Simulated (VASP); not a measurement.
# SnTe (Fm-3m) in VASP: a series of runs

Runs on SnTe. Level: PBE. Tasks: single point.

Everything below comes from runs of VASP 6.6.1. Logs are shortened: lines on timing, memory, paths and dates and some standing lists are left out, and cuts for length are marked.

## (1) The cell of the first run

Symmetry: Fm-3m, No. 225, cubic system. Conventional cell: a = 6.313 Å, b = 6.313 Å, c = 6.313 Å, α = 90.00°, β = 90.00°, γ = 90.00°. Within 4.2 Å of Sn (site symmetry m-3m) lie 6 Te at 3.16 Å. Te (site symmetry m-3m) has 6 Sn at 3.16 Å within 4.2 Å.

## (2) Single point, PBE

The input, INCAR:

```
PREC = Accurate
ENCUT = 520
EDIFF = 1E-7
ISMEAR = 0
SIGMA = 0.05
LREAL = False
LASPH = True
NELM = 100
ALGO = Normal
ISIF = 2
LWAVE = False
LCHARG = False
GGA = PE
NBANDS = 17
```

The input, KPOINTS:

```
Automatic mesh
0
Gamma
  10 10 10
```

The input, POSCAR:

```
SnTe
1.0
    0.0000000000      3.1565012282      3.1565012282
    3.1565012282      0.0000000000      3.1565012282
    3.1565012282      3.1565012282      0.0000000000
Sn Te
1 1
Direct
    0.5000000000      0.5000000000      0.5000000000
    0.0000000000      0.0000000000      0.0000000000
```

Potentials or basis: VASP PAW PBE potentials, release 64 (Sn_d, Te).

The run is started by

```bash
cat potpaw_PBE.64/Sn_d/POTCAR potpaw_PBE.64/Te/POTCAR > POTCAR
mpirun -np 1 vasp_std > vasp.out
```

OUTCAR:

```text
PREC = Accurate
   ENCUT = 520
   EDIFF = 1E-7
   ISMEAR = 0
   LREAL = False
   LASPH = True
   NELM = 100
   ISIF = 2
   GGA = PE

 ion  position               nearest neighbor table
   1  0.500  0.500  0.500-   2 3.16   2 3.16   2 3.16   2 3.16   2 3.16   2 3.16
   2  0.000  0.000  0.000-   1 3.16   1 3.16   1 3.16   1 3.16   1 3.16   1 3.16

  LATTYP: Found a face centered cubic cell.
 ALAT       =     6.3130024564

  Lattice vectors:

 A1 = (   0.0000000000,   3.1565012282,   3.1565012282)
 A2 = (   3.1565012282,   0.0000000000,   3.1565012282)
 A3 = (   3.1565012282,   3.1565012282,   0.0000000000)

Analysis of symmetry for initial positions (statically):
=====================================================================
 Subroutine PRICEL returns:
 Original cell was already a primitive cell.

 Routine SETGRP: Setting up the symmetry group for a
 face centered cubic supercell.

 Subroutine GETGRP returns: Found 48 space group operations
 (whereof 48 operations were pure point group operations)
 out of a pool of 48 trial point group operations.

The static configuration has the point symmetry O_h .

Analysis of symmetry for dynamics (positions and initial velocities):
=====================================================================
 Subroutine PRICEL returns:
 Original cell was already a primitive cell.

 Routine SETGRP: Setting up the symmetry group for a
 face centered cubic supercell.

 Subroutine GETGRP returns: Found 48 space group operations
 (whereof 48 operations were pure point group operations)
 out of a pool of 48 trial point group operations.

The dynamic configuration has the point symmetry O_h .

 Subroutine INISYM returns: Found 48 space group operations
 (whereof 48 operations are pure point group operations),
 and found     1 'primitive' translations

----------------------------------------------------------------------------------------

                                     Primitive cell

  volume of cell :      62.8996

  direct lattice vectors                    reciprocal lattice vectors
     0.000000000  3.156501228  3.156501228    -0.158403233  0.158403233  0.158403233
     3.156501228  0.000000000  3.156501228     0.158403233 -0.158403233  0.158403233
     3.156501228  3.156501228  0.000000000     0.158403233  0.158403233 -0.158403233

  length of vectors
     4.463966847  4.463966847  4.463966847     0.274362448  0.274362448  0.274362448

  position of ions in fractional coordinates (direct lattice)
     0.500000000  0.500000000  0.500000000
     0.000000000  0.000000000  0.000000000

  ion indices of the primitive-cell ions
   primitive index   ion index
                 1           1
                 2           2

----------------------------------------------------------------------------------------

 KPOINTS: Automatic mesh

Automatic generation of k-mesh.
 Grid dimensions read from file:
 generate k-points for:   10   10   10

 Generating k-lattice:

  Cartesian coordinates                     Fractional coordinates (reciprocal lattice)
    -0.015840323  0.015840323  0.015840323     0.100000000  0.000000000  0.000000000
     0.015840323 -0.015840323  0.015840323     0.000000000  0.100000000  0.000000000
     0.015840323  0.015840323 -0.015840323     0.000000000  0.000000000  0.100000000

  Length of vectors
     0.027436245  0.027436245  0.027436245

  Shift w.r.t. Gamma in fractional coordinates (k-lattice)
     0.000000000  0.000000000  0.000000000

 Subroutine IBZKPT returns following result:
 ===========================================

 Found     47 irreducible k-points:

 Following reciprocal coordinates:
            Coordinates               Weight
  0.000000  0.000000  0.000000      1.000000
  0.100000  0.000000  0.000000      8.000000
  0.200000  0.000000  0.000000      8.000000
  0.300000  0.000000  0.000000      8.000000
  0.400000  0.000000  0.000000      8.000000
  0.500000  0.000000  0.000000      4.000000
[... 16 lines left out ...]
  0.300000  0.300000  0.000000      6.000000
  0.400000  0.300000  0.000000     24.000000
 [... further k-points ...]
   k-points           NKPTS =     47   k-points in BZ     NKDIM =     47   number of bands    NBANDS=     17
   number of dos      NEDOS =    301   number of ions     NIONS =      2
   total plane-waves  NPLWV =  46656
   dimension x,y,z NGX =    36 NGY =   36 NGZ =   36
   dimension x,y,z NGXF=    72 NGYF=   72 NGZF=   72
   ions per type =               1   1
   NGX,Y,Z   is equivalent  to a cutoff of  13.41, 13.41, 13.41 a.u.
   NGXF,Y,Z  is equivalent  to a cutoff of  26.81, 26.81, 26.81 a.u.
 SYSTEM =  unknown system
   PREC   = accura    normal or accurate (medium, high low for compatibility)
   ISTART =      0    job   : 0-new  1-cont  2-samecut
   ICHARG =      2    charge: 1-file 2-atom 10-const
   ISPIN  =      1    spin polarized calculation?
   LNONCOLLINEAR =      F non collinear calculations
   LSORBIT =      F    spin-orbit coupling
   LASPH  =      T    aspherical Exc in radial PAW
   ENCUT  =  520.0 eV  38.22 Ry    6.18 a.u.   8.30  8.30  8.30*2*pi/ulx,y,z
   NELM   =    100;   NELMIN=  2; NELMDL= -5     # of ELM steps
   EDIFF  = 0.1E-06   stopping-criterion for ELM
   LREAL  =      F    real-space projection
   EDIFFG = 0.1E-05   stopping-criterion for IOM
   NSW    =      0    number of steps for IOM
   IBRION =     -1    ionic relax: 0-MD 1-quasi-New 2-CG
   NFREE  =      0    steps in history (QN), initial steepest desc. (CG)
   ISIF   =      2    stress and relaxation
   ISYM   =      2    0-nonsym 1-usesym 2-fastsym
   POTIM  = 0.5000    time-step for ionic-motion
   TEBEG  =    0.0;   TEEND  =   0.0 temperature during run
   PSTRESS=    0.0 pullay stress
   NELECT =      20.0000    total number of electrons
   NUPDOWN=      -1.0000    fix difference up-down
   EMIN   =  10.00;   EMAX   =-10.00  energy-range for DOS
   EFERMI =   0.00;   METHOD = LEGACY
   ISMEAR =     0;   SIGMA  =   0.05  broadening in eV -4-tet -1-fermi 0-gaus
   EFERMI_NEDOS =   21; number of points for ismear=-14 and -15
   IALGO  =     38    algorithm
   IMIX   =      4    mixing-type and parameters
     AMIX     =   0.40;   BMIX     =  1.00
     AMIX_MAG =   1.60;   BMIX_MAG =  1.00
  volume/ion in A,a.u.               =      31.45       212.23
  Fermi-wavevector in a.u.,A,eV,Ry     =   1.117383  2.111548 16.987494  1.248546
  Thomas-Fermi vector in A             =   2.254006
   LORBIT       =      0    0 simple, 1 ext, 2 COOP (PROOUT), +10 PAW based schemes
   GGA     = PE    functional components
   LHFCALC =     F    Hartree Fock is set to
   AEXX    =    0.0000 exact exchange contribution
   IVDW    =     0    specifies the selected vdW correction
   LEPSILON=     F    determine dielectric tensor
   LRPA    =     F    only Hartree local field effects (RPA)
 non-spin polarized calculation
 Gauss-broadening in eV      SIGMA  =   0.05
  energy-cutoff  :      520.00
  volume of cell :       62.90
 maximum number of plane-waves:      1717
 NGX is ok and might be reduce to    36
   NGX = 17   NGY = 17   NGZ = 17

 number of electron      19.9999999 magnetization

 Free energy of the ion-electron system (eV)
  ---------------------------------------------------
  ext. energy  EPLUGINS =         0.00000000
  ---------------------------------------------------
  free energy    TOTEN  =        -7.54708509 eV

  energy without entropy =       -7.54696511  energy(sigma->0) =       -7.54702510

 E-fermi :   6.9466     XC(G=0):  -9.4701

 val. band max:        6.9068363972   @ k =   0.5000   0.0000   0.0000
 cond. band min:       6.9863198153   @ k =   0.5000   0.0000   0.0000
 fundamental gap:      0.0794834181
 Fermi energy:         6.9465781068

 k-point     1 :       0.0000    0.0000    0.0000
  band No.  band energies     occupation
      1     -15.0091      2.00000
      2     -15.0091      2.00000
      3     -15.0037      2.00000
      4     -15.0037      2.00000
      5     -15.0037      2.00000
      6      -5.8738      2.00000
[... 9 lines left out ...]
     16      11.6507      0.00000
     17      13.7285      0.00000

 k-point     2 :       0.1000    0.0000    0.0000
  band No.  band energies     occupation
      1     -15.0095      2.00000
      2     -15.0095      2.00000
      3     -15.0035      2.00000
      4     -15.0032      2.00000
      5     -15.0032      2.00000
      6      -5.7899      2.00000
[... 9 lines left out ...]
     16      11.8591      0.00000
     17      14.3847      0.00000

 k-point     3 :       0.2000    0.0000    0.0000
  band No.  band energies     occupation
      1     -15.0107      2.00000
      2     -15.0107      2.00000
      3     -15.0031      2.00000
      4     -15.0015      2.00000
      5     -15.0015      2.00000
      6      -5.5473      2.00000
[... 9 lines left out ...]
     16      12.4386      0.00000
     17      15.8171      0.00000

 k-point     4 :       0.3000    0.0000    0.0000
  band No.  band energies     occupation
      1     -15.0123      2.00000
      2     -15.0123      2.00000
      3     -15.0026      2.00000
      4     -14.9993      2.00000
      5     -14.9993      2.00000
      6      -5.1826      2.00000
[... 9 lines left out ...]
     16      13.3512      0.00000
     17      17.5822      0.00000

 k-point     5 :       0.4000    0.0000    0.0000
  band No.  band energies     occupation
      1     -15.0137      2.00000
      2     -15.0137      2.00000
      3     -15.0023      2.00000
      4     -14.9975      2.00000
      5     -14.9975      2.00000
      6      -4.7946      2.00000
[... 9 lines left out ...]
     16      14.5518      0.00000
     17      16.8397      0.00000

 k-point     6 :       0.5000    0.0000    0.0000
  band No.  band energies     occupation
      1     -15.0142      2.00000
      2     -15.0142      2.00000
      3     -15.0021      2.00000
      4     -14.9968      2.00000
      5     -14.9968      2.00000
      6      -4.6058      2.00000
[... 9 lines left out ...]
     16      15.7257      0.00000
     17      15.7257      0.00000

 k-point     7 :       0.1000    0.1000    0.0000
  band No.  band energies     occupation
      1     -15.0105      2.00000
      2     -15.0087      2.00000
      3     -15.0040      2.00000
      4     -15.0027      2.00000
      5     -15.0027      2.00000
      6      -5.7621      2.00000
[... 9 lines left out ...]
     16      12.2187      0.00000
     17      13.8526      0.00000

 k-point     8 :       0.2000    0.1000    0.0000
  band No.  band energies     occupation
      1     -15.0121      2.00000
      2     -15.0089      2.00000
      3     -15.0040      2.00000
      4     -15.0015      2.00000
      5     -15.0012      2.00000
      6      -5.5728      2.00000
[... 9 lines left out ...]
     16      12.8625      0.00000
     17      14.6210      0.00000
[... 203 lines left out ...]
      1     -15.0179      2.00000
      2     -15.0106      2.00000
      3     -15.0023      2.00000
      4     -14.9976      2.00000
      5     -14.9958      2.00000
      6      -4.5228      2.00000
[... 9 lines left out ...]
     16      15.8887      0.00000
     17      16.5571      0.00000

 k-point    20 :      -0.4000    0.2000    0.0000
  band No.  band energies     occupation
      1     -15.0166      2.00000
      2     -15.0121      2.00000
      3     -15.0008      2.00000
      4     -14.9981      2.00000
      5     -14.9965      2.00000
      6      -4.4679      2.00000
[... 9 lines left out ...]
     16      14.5139      0.00000
     17      17.3360      0.00000

 k-point    21 :      -0.3000    0.2000    0.0000
  band No.  band energies     occupation
      1     -15.0145      2.00000
      2     -15.0129      2.00000
      3     -15.0009      2.00000
      4     -14.9983      2.00000
      5     -14.9981      2.00000
      6      -4.7107      2.00000
[... 9 lines left out ...]
     16      14.9086      0.00000
     17      16.2051      0.00000

 k-point    22 :      -0.2000    0.2000    0.0000
  band No.  band energies     occupation
      1     -15.0128      2.00000
      2     -15.0123      2.00000
      3     -15.0021      2.00000
      4     -14.9999      2.00000
      5     -14.9986      2.00000
      6      -5.0649      2.00000
[... 9 lines left out ...]
     16      14.9734      0.00000
     17      15.3892      0.00000

 k-point    23 :       0.3000    0.3000    0.0000
  band No.  band energies     occupation
      1     -15.0196      2.00000
      2     -15.0061      2.00000
      3     -15.0061      2.00000
      4     -14.9969      2.00000
      5     -14.9969      2.00000
      6      -4.9750      2.00000
[... 9 lines left out ...]
     16      15.4484      0.00000
     17      15.4507      0.00000

 k-point    24 :       0.4000    0.3000    0.0000
  band No.  band energies     occupation
      1     -15.0215      2.00000
      2     -15.0062      2.00000
      3     -15.0060      2.00000
      4     -14.9957      2.00000
      5     -14.9954      2.00000
      6      -4.6964      2.00000
[... 9 lines left out ...]
     16      16.1178      0.00000
     17      16.5240      0.00000

 [... further k-points ...]

------------------------ aborting loop because EDIFF is reached ----------------------------------------

  FORCE on cell =-STRESS in cart. coord.  units (eV):
  Direction    XX          YY          ZZ          XY          YZ          ZX
  --------------------------------------------------------------------------------------
  -------------------------------------------------------------------------------------
  Total        0.7664915      0.7664915      0.7664915      0.0000000      0.0000000     -0.0000000
  in kB       19.5240553     19.5240553     19.5240553      0.0000000      0.0000000     -0.0000000
  external PRESSURE =      19.5240553 kB  Pullay stress =       0.0000000 kB

 VOLUME and BASIS-vectors are now :
 -----------------------------------------------------------------------------
  energy-cutoff  :      520.00
  volume of cell :       62.90
      direct lattice vectors                 reciprocal lattice vectors
     0.000000000  3.156501228  3.156501228    -0.158403233  0.158403233  0.158403233
     3.156501228  0.000000000  3.156501228     0.158403233 -0.158403233  0.158403233
     3.156501228  3.156501228  0.000000000     0.158403233  0.158403233 -0.158403233

 POSITION                                       TOTAL-FORCE (eV/Angst)
 -----------------------------------------------------------------------------------
      3.15650      3.15650      3.15650         0.000000     -0.000000      0.000000
      0.00000      0.00000      0.00000        -0.000000      0.000000     -0.000000
 -----------------------------------------------------------------------------------
    total drift:                                0.000000      0.000000      0.000000

  FREE ENERGIE OF THE ION-ELECTRON SYSTEM (eV)
  ---------------------------------------------------
  free  energy   TOTEN  =        -7.5470850911 eV

  energy  without entropy=       -7.5469651095  energy(sigma->0) =       -7.54702510
```

Run time: 43 s. Hardware: 1 thread of AMD EPYC 7R13 (Zen 3), shared host; peak memory 0.2 GiB.

What came out:

- Free energy: -7.5471 eV
- Pressure: 2.0 GPa
- Band gap on the k mesh: 0.08 eV

Levels at points of the mesh, in eV from the valence-band top:
```tsv
k point	band 6	band 7	band 8	band 9	band 10	band 11	band 12	band 13	band 14	band 15
(0.00, 0.00, 0.00)	-12.78	-4.71	-2.15	-2.15	-2.15	3.32	3.32	3.32	4.74	4.74
(0.50, 0.00, 0.00)	-11.51	-8.32	-1.81	-1.81	0.00	0.08	0.36	0.36	7.76	8.73
(0.50, 0.50, 0.00)	-11.22	-6.48	-5.56	-3.73	-3.73	2.18	4.89	4.89	6.34	8.97
```

Caveat: semilocal functionals underestimate gaps, and a narrow one can read as zero; spin-orbit coupling is left out, which moves the levels of the heavy elements. A k mesh can miss the band edges.

## (3) Single point, PBE, non-collinear spin, zero start, spin-orbit coupling (30.19 Å³/atom)

This run uses another cell than the first one, of 30.19 Å³/atom.

The input, INCAR:

```
PREC = Accurate
ENCUT = 520
EDIFF = 1E-7
ISMEAR = 0
SIGMA = 0.05
LREAL = False
LASPH = True
NELM = 150
ALGO = Normal
ISIF = 2
LWAVE = False
LCHARG = False
MAGMOM = 0 0 0 0 0 0
LORBIT = 11
LSORBIT = True
GGA_COMPAT = False
LORBMOM = True
GGA = PE
NBANDS = 32
```

The input, KPOINTS:

```
Automatic mesh
0
Gamma
  6 6 6
```

The input, POSCAR:

```
SnTe
1.0
    0.0000000000      3.1138405767      3.1138405767
    3.1138405767      0.0000000000      3.1138405767
    3.1138405767      3.1138405767      0.0000000000
Sn Te
1 1
Direct
    0.5000000000      0.5000000000      0.5000000000
    0.0000000000      0.0000000000      0.0000000000
```

Potentials or basis: VASP PAW PBE potentials, release 64 (Sn_d, Te).

The run is started by

```bash
cat potpaw_PBE.64/Sn_d/POTCAR potpaw_PBE.64/Te/POTCAR > POTCAR
mpirun -np 1 vasp_ncl > vasp.out
```

Run time: 86 s. Hardware: 1 thread of AMD EPYC 7R13 (Zen 3), shared host; peak memory 0.36 GiB.

Results (log left out):

```
Free energy                                           : -7.6473 eV
Pressure                                              : 4.2 GPa
Net moment                                            : 0.00 μB per cell
Valence electrons inside the program's atomic spheres : Sn 12.12; Te 3.40
```

Moments on the atoms (μB; x, y, z):
```
Sn  0.00 0.00 0.00
Te  0.00 0.00 0.00
```

Caveat: the cell stands under pressure.
